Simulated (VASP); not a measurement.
A run of VASP 6.6.1:

INCAR

```
ALGO = Normal
EDIFF = 1E-6
EDIFFG = -0.04
ENCUT = 600
GGA = PE
IBRION = 2
ISIF = 3
ISMEAR = 0
LASPH = True
LCHARG = False
LREAL = False
LWAVE = False
NELM = 100
NSW = 90
PREC = Accurate
SIGMA = 0.1
```

File KPOINTS:

```
k-points
0
Gamma
  6 6 4
```

File POSCAR:

```
AlO2
1.0
    2.8029811100      0.0000000000      0.0000000000
   -1.4014905600      2.4274528500      0.0000000000
    0.0000000000      0.0000000000      5.5938117000
Al O
1 2
Direct
    0.3333333300      0.6666666700      0.5000000000
    0.0000000000      0.0000000000      0.3923306700
    0.0000000000      0.0000000000      0.6076693300
```

Potentials or basis: VASP PAW PBE potentials, release 64 (Al, O).

The run is started by

```bash
$ cat potpaw_PBE.64/Al/POTCAR potpaw_PBE.64/O/POTCAR > POTCAR
$ mpirun -np 1 vasp_std > vasp.out
```

Hardware: 1 thread of AMD EPYC 7R43 64-Core Processor (Zen 3) (shared host).

Task: Estimate the wall time of this run.

Result: It took 5.3 min on 1 thread of AMD EPYC 7R43 64-Core Processor (Zen 3) (shared host), peak memory 0.14 GiB. Counts: scf iterations 268, k points 21, ion steps 35.
